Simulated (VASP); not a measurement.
# GdN (Fm-3m) in VASP: single point with PBE+U

Aim: the single point of GdN with PBE+U.

Everything below comes from runs of VASP 6.6.1. Logs are shortened: lines on timing, memory, paths and dates and some standing lists are left out, and cuts for length are marked.

## Step 1: The cell of the first run

The structure is cubic, space group Fm-3m (No. 225). The conventional cell has a = 4.980 Å, b = 4.980 Å, c = 4.980 Å, α = 90.00°, β = 90.00°, γ = 90.00°. Gd (site symmetry m-3m) has 6 N at 2.49 Å within 3.3 Å. N (site symmetry m-3m) has 6 Gd at 2.49 Å within 3.3 Å.

## Step 2: Single point, PBE+U, collinear spin, ferromagnetic start

INCAR

```
SYSTEM = GdN
ALGO = Normal
EDIFF = 1E-6
ENCUT = 600
GGA = PE
GGA_COMPAT = .FALSE.
ISIF = 2
ISMEAR = -1
ISPIN = 2
LASPH = .TRUE.
LCHARG = .FALSE.
LDAU = .TRUE.
LDAUJ = 0 0
LDAUL = 3 -1
LDAUPRINT = 1
LDAUTYPE = 2
LDAUU = 6 0
LMAXMIX = 6
LORBIT = 11
LREAL = .FALSE.
LWAVE = .FALSE.
MAGMOM = 7 0
NBANDS = 22
NELM = 200
PREC = Accurate
SIGMA = 0.05
```

KPOINTS

```
k-points
0
G
  4 4 4
  0 0 0
```

POSCAR

```
GdN
1.0
    0.0000000000      2.4900000000      2.4900000000
    2.4900000000      0.0000000000      2.4900000000
    2.4900000000      2.4900000000      0.0000000000
Gd N
1 1
Direct
    0.0000000000      0.0000000000      0.0000000000
    0.5000000000      0.5000000000      0.5000000000
```

Potentials or basis: VASP PAW PBE potentials, release 64 (Gd, N).

Started as:

```sh
$ cat potpaw_PBE.64/Gd/POTCAR potpaw_PBE.64/N/POTCAR > POTCAR
$ mpirun -np 1 vasp_std > vasp.out
```

OUTCAR:

```text
SYSTEM = GdN
   EDIFF = 1E-6
   ENCUT = 600
   GGA = PE
   ISIF = 2
   ISMEAR = -1
   ISPIN = 2
   LASPH = .TRUE.
   LORBIT = 11
   LREAL = .FALSE.
   NELM = 200
   PREC = Accurate

 ion  position               nearest neighbor table
   1  0.000  0.000  0.000-   2 2.49   2 2.49   2 2.49   2 2.49   2 2.49   2 2.49
   2  0.500  0.500  0.500-   1 2.49   1 2.49   1 2.49   1 2.49   1 2.49   1 2.49

  LATTYP: Found a face centered cubic cell.
 ALAT       =     4.9800000000

  Lattice vectors:

 A1 = (   0.0000000000,   2.4900000000,   2.4900000000)
 A2 = (   2.4900000000,   0.0000000000,   2.4900000000)
 A3 = (   2.4900000000,   2.4900000000,   0.0000000000)

Analysis of symmetry for initial positions (statically):
=====================================================================
 Subroutine PRICEL returns:
 Original cell was already a primitive cell.

 Routine SETGRP: Setting up the symmetry group for a
 face centered cubic supercell.

 Subroutine GETGRP returns: Found 48 space group operations
 (whereof 48 operations were pure point group operations)
 out of a pool of 48 trial point group operations.

The static configuration has the point symmetry O_h .

Analysis of symmetry for dynamics (positions and initial velocities):
=====================================================================
 Subroutine PRICEL returns:
 Original cell was already a primitive cell.

 Routine SETGRP: Setting up the symmetry group for a
 face centered cubic supercell.

 Subroutine GETGRP returns: Found 48 space group operations
 (whereof 48 operations were pure point group operations)
 out of a pool of 48 trial point group operations.

The dynamic configuration has the point symmetry O_h .

Analysis of structural, dynamic, and magnetic symmetry:
=====================================================================
 Subroutine PRICEL returns:
 Original cell was already a primitive cell.

 Routine SETGRP: Setting up the symmetry group for a
 face centered cubic supercell.

 Subroutine GETGRP returns: Found 48 space group operations
 (whereof 48 operations were pure point group operations)
 out of a pool of 48 trial point group operations.

The overall configuration has the point symmetry O_h .

 Subroutine INISYM returns: Found 48 space group operations
 (whereof 48 operations are pure point group operations),
 and found     1 'primitive' translations

----------------------------------------------------------------------------------------

                                     Primitive cell

  volume of cell :      30.8765

  direct lattice vectors                    reciprocal lattice vectors
     0.000000000  2.490000000  2.490000000    -0.200803213  0.200803213  0.200803213
     2.490000000  0.000000000  2.490000000     0.200803213 -0.200803213  0.200803213
     2.490000000  2.490000000  0.000000000     0.200803213  0.200803213 -0.200803213

  length of vectors
[... 112 lines left out ...]
  0.9917  0.0000  0.0008 -0.0000  0.0000  0.0000 -0.0000
  0.0000  0.9889  0.0000 -0.0000  0.0000 -0.0000 -0.0000
  0.0008  0.0000  0.9913  0.0000  0.0000  0.0000  0.0000
 -0.0000 -0.0000  0.0000  0.9924 -0.0000  0.0000 -0.0000
  0.0000  0.0000  0.0000 -0.0000  0.9913  0.0000 -0.0008
  0.0000 -0.0000  0.0000  0.0000  0.0000  0.9906  0.0000
 -0.0000 -0.0000  0.0000 -0.0000 -0.0008  0.0000  0.9917

spin component  2

  0.0081 -0.0000  0.0035  0.0000 -0.0000 -0.0000  0.0000
 -0.0000  0.0003 -0.0000  0.0000 -0.0000  0.0000 -0.0000
  0.0035 -0.0000  0.0063  0.0000  0.0000 -0.0000  0.0000
  0.0000  0.0000  0.0000  0.0108 -0.0000  0.0000 -0.0000
 -0.0000 -0.0000  0.0000 -0.0000  0.0063 -0.0000 -0.0035
 -0.0000  0.0000 -0.0000  0.0000 -0.0000  0.0036 -0.0000
  0.0000 -0.0000  0.0000 -0.0000 -0.0035 -0.0000  0.0081

 occupancies and eigenvectors

  o =  0.0003  v =  0.0000  0.0000  0.0000  0.0000  0.0000  0.0000  0.0000 -0.0000 -1.0000 -0.0000 -0.0000 -0.0000 -0.0000 -0.0000      0.0000  0.0000  0.0000  0.0000  0.0000  0.0000  0.0000  0.0000  0.0000  0.0000  0.0000  0.0000  0.0000  0.0000
  o =  0.0036  v =  0.0000  0.0000  0.0000  0.0000  0.0000  0.0000  0.0000  0.0000  0.0000 -0.0001  0.0000 -0.0004 -1.0000 -0.0003      0.0000  0.0000  0.0000  0.0000  0.0000  0.0000  0.0000  0.0000  0.0000  0.0000  0.0000  0.0000  0.0000  0.0000
  o =  0.0036  v =  0.0000  0.0000  0.0000  0.0000  0.0000  0.0000  0.0000  0.0002 -0.0000 -0.0002  0.0000  0.7906 -0.0005  0.6124      0.0000  0.0000  0.0000  0.0000  0.0000  0.0000  0.0000  0.0000  0.0000  0.0000  0.0000  0.0000  0.0000  0.0000
  o =  0.0036  v =  0.0000  0.0000  0.0000  0.0000  0.0000  0.0000  0.0000  0.6124 -0.0000 -0.7906 -0.0000 -0.0002  0.0001 -0.0002      0.0000  0.0000  0.0000  0.0000  0.0000  0.0000  0.0000  0.0000  0.0000  0.0000  0.0000  0.0000  0.0000  0.0000
  o =  0.0108  v =  0.0000  0.0000  0.0000  0.0000  0.0000  0.0000  0.0000  0.0019 -0.0000  0.0015 -0.0002  0.6124 -0.0000 -0.7906      0.0000  0.0000  0.0000  0.0000  0.0000  0.0000  0.0000  0.0000  0.0000  0.0000  0.0000  0.0000  0.0000  0.0000
  o =  0.0108  v =  0.0000  0.0000  0.0000  0.0000  0.0000  0.0000  0.0000  0.7906 -0.0000  0.6124 -0.0002 -0.0015 -0.0000  0.0020      0.0000  0.0000  0.0000  0.0000  0.0000  0.0000  0.0000  0.0000  0.0000  0.0000  0.0000  0.0000  0.0000  0.0000
  o =  0.0108  v =  0.0000  0.0000  0.0000  0.0000  0.0000  0.0000  0.0000 -0.0002  0.0000 -0.0002 -1.0000 -0.0001 -0.0000  0.0002      0.0000  0.0000  0.0000  0.0000  0.0000  0.0000  0.0000  0.0000  0.0000  0.0000  0.0000  0.0000  0.0000  0.0000
  o =  0.9889  v = -0.0000 -1.0000  0.0000  0.0000 -0.0000  0.0000  0.0000  0.0000  0.0000  0.0000  0.0000  0.0000  0.0000  0.0000      0.0000  0.0000  0.0000  0.0000  0.0000  0.0000  0.0000  0.0000  0.0000  0.0000  0.0000  0.0000  0.0000  0.0000
  o =  0.9906  v = -0.6124  0.0000  0.7906 -0.0000 -0.0023 -0.0002 -0.0018  0.0000  0.0000  0.0000  0.0000  0.0000  0.0000  0.0000      0.0000  0.0000  0.0000  0.0000  0.0000  0.0000  0.0000  0.0000  0.0000  0.0000  0.0000  0.0000  0.0000  0.0000
  o =  0.9906  v =  0.0018  0.0000 -0.0023  0.0000 -0.7906  0.0052 -0.6124  0.0000  0.0000  0.0000  0.0000  0.0000  0.0000  0.0000      0.0000  0.0000  0.0000  0.0000  0.0000  0.0000  0.0000  0.0000  0.0000  0.0000  0.0000  0.0000  0.0000  0.0000
  o =  0.9906  v =  0.0001 -0.0000 -0.0002 -0.0000 -0.0041 -1.0000 -0.0032  0.0000  0.0000  0.0000  0.0000  0.0000  0.0000  0.0000      0.0000  0.0000  0.0000  0.0000  0.0000  0.0000  0.0000  0.0000  0.0000  0.0000  0.0000  0.0000  0.0000  0.0000
  o =  0.9924  v =  0.0000  0.0000  0.0000  0.9999  0.0094 -0.0000 -0.0121  0.0000  0.0000  0.0000  0.0000  0.0000  0.0000  0.0000      0.0000  0.0000  0.0000  0.0000  0.0000  0.0000  0.0000  0.0000  0.0000  0.0000  0.0000  0.0000  0.0000  0.0000
  o =  0.9924  v = -0.0014 -0.0000 -0.0011 -0.0153  0.6123  0.0000 -0.7905  0.0000  0.0000  0.0000  0.0000  0.0000  0.0000  0.0000      0.0000  0.0000  0.0000  0.0000  0.0000  0.0000  0.0000  0.0000  0.0000  0.0000  0.0000  0.0000  0.0000  0.0000
  o =  0.9924  v = -0.7906 -0.0000 -0.6124  0.0000 -0.0011 -0.0000  0.0014  0.0000  0.0000  0.0000  0.0000  0.0000  0.0000  0.0000      0.0000  0.0000  0.0000  0.0000  0.0000  0.0000  0.0000  0.0000  0.0000  0.0000  0.0000  0.0000  0.0000  0.0000

 number of electron      23.0000006 magnetization       6.9994453

 Free energy of the ion-electron system (eV)
  ---------------------------------------------------
  ext. energy  EPLUGINS =         0.00000000
  ---------------------------------------------------
  free energy    TOTEN  =       -22.76891558 eV

  energy without entropy =      -22.76811746  energy(sigma->0) =      -22.76851652

 E-fermi :   3.8790     XC(G=0): -11.5938

 val. band max:        3.6724955420   @ k =   0.5000   0.5000   0.0000
 cond. band min:       4.0544819177   @ k =   0.0000   0.0000   0.0000
 fundamental gap:      0.3819863757
 Fermi energy:         3.8789577983

 spin component 1

 k-point     1 :       0.0000    0.0000    0.0000
  band No.  band energies     occupation
      1     -39.8657      1.00000
      2     -16.8514      1.00000
      3     -16.8514      1.00000
      4     -16.8514      1.00000
      5      -9.0165      1.00000
      6      -2.4396      1.00000
[... 189 lines left out ...]
     21      15.4951      0.00000
     22      17.1324      0.00000
 Fermi energy:         3.8789577983

 spin component 2

 k-point     1 :       0.0000    0.0000    0.0000
  band No.  band energies     occupation
      1     -36.7465      1.00000
      2     -14.5803      1.00000
      3     -14.5803      1.00000
      4     -14.5803      1.00000
      5      -9.0844      1.00000
      6       3.4427      0.99984
[... 189 lines left out ...]
     21      16.3235      0.00000
     22      18.3173      0.00000

------------------------ aborting loop because EDIFF is reached ----------------------------------------

  FORCE on cell =-STRESS in cart. coord.  units (eV):
  Direction    XX          YY          ZZ          XY          YZ          ZX
  --------------------------------------------------------------------------------------
  -------------------------------------------------------------------------------------
  Total        0.5034269      0.5034269      0.5034269     -0.0000000     -0.0000000      0.0000000
  in kB       26.1227560     26.1227560     26.1227560     -0.0000000     -0.0000000      0.0000000
  external PRESSURE =      26.1227560 kB  Pullay stress =       0.0000000 kB

 VOLUME and BASIS-vectors are now :
 -----------------------------------------------------------------------------
  energy-cutoff  :      600.00
  volume of cell :       30.88
      direct lattice vectors                 reciprocal lattice vectors
     0.000000000  2.490000000  2.490000000    -0.200803213  0.200803213  0.200803213
     2.490000000  0.000000000  2.490000000     0.200803213 -0.200803213  0.200803213
     2.490000000  2.490000000  0.000000000     0.200803213  0.200803213 -0.200803213

 POSITION                                       TOTAL-FORCE (eV/Angst)
 -----------------------------------------------------------------------------------
      0.00000      0.00000      0.00000         0.000000     -0.000000      0.000000
      2.49000      2.49000      2.49000        -0.000000      0.000000      0.000000
 -----------------------------------------------------------------------------------
    total drift:                                0.000000      0.000000      0.000000

  FREE ENERGIE OF THE ION-ELECTRON SYSTEM (eV)
  ---------------------------------------------------
  free  energy   TOTEN  =       -22.7689155775 eV

  energy  without entropy=      -22.7681174642  energy(sigma->0) =      -22.76851652

 total charge

# of ion       s       p       d       f       tot
--------------------------------------------------
    1        2.035   5.671   0.543   6.974  15.223
    2        1.245   2.388   0.000   0.000   3.632
--------------------------------------------------
tot          3.280   8.059   0.543   6.974  18.855

 magnetization (x)

# of ion       s       p       d       f       tot
--------------------------------------------------
    1       -0.006  -0.085   0.079   6.889   6.878
    2       -0.010  -0.120   0.000   0.000  -0.130
--------------------------------------------------
tot         -0.016  -0.205   0.079   6.889   6.748
```

It took 56 s on 1 thread of Intel Xeon 8259CL, shared host; peak memory 0.18 GiB.

What came out:

| Quantity | Value |
| --- | --- |
| Free energy | -22.7689 eV |
| Pressure | 2.6 GPa |
| Band gap on the k mesh | zero (filled and empty bands overlap) |
| Net moment | 7.00 μB per cell |
| Site moments | Gd +6.88; N -0.13 μB |
| Valence electrons inside the program's atomic spheres | Gd 15.22; N 3.63 |

Levels at points of the mesh, in eV from the Fermi level:
Spin up:
| k point | band 13 | band 14 | band 15 | band 16 | band 17 | band 18 |
| --- | --- | --- | --- | --- | --- | --- |
| (0.00, 0.00, 0.00) | 0.18 | 0.18 | 0.18 | 2.55 | 2.55 | 2.55 |
| (0.50, 0.00, 0.00) | -4.29 | -2.45 | -2.45 | 5.22 | 5.94 | 5.94 |
| (0.50, 0.50, 0.00) | -1.31 | -0.42 | -0.21 | -0.21 | 6.56 | 6.65 |
Spin down:
```csv
k point,band 4,band 5,band 6,band 7,band 8,band 9,band 10,band 11,band 12,band 13
"(0.00, 0.00, 0.00)",-18.46,-12.96,-0.44,-0.44,-0.44,3.38,3.38,3.38,3.87,4.48
"(0.50, 0.00, 0.00)",-18.56,-11.00,-4.03,-2.38,-2.38,4.46,4.83,4.83,5.14,5.14
"(0.50, 0.50, 0.00)",-18.89,-12.68,-1.02,-0.51,-0.51,0.27,4.90,4.93,5.05,5.05
```

Eigenvalues of the final occupation matrices:
```tsv
site	spin	trace	eigenvalues
site 1 f	1	6.94	0.99 0.99 0.99 0.99 0.99 0.99 0.99
site 1 f	2	0.04	0.00 0.00 0.00 0.00 0.01 0.01 0.01
```

Caveat: the k points lie up to 0.55 Å⁻¹ apart; spin-orbit coupling is left out, which moves the levels of the heavy elements; a cell with one magnetic atom can't hold antiferromagnetic order, which such compounds often take.
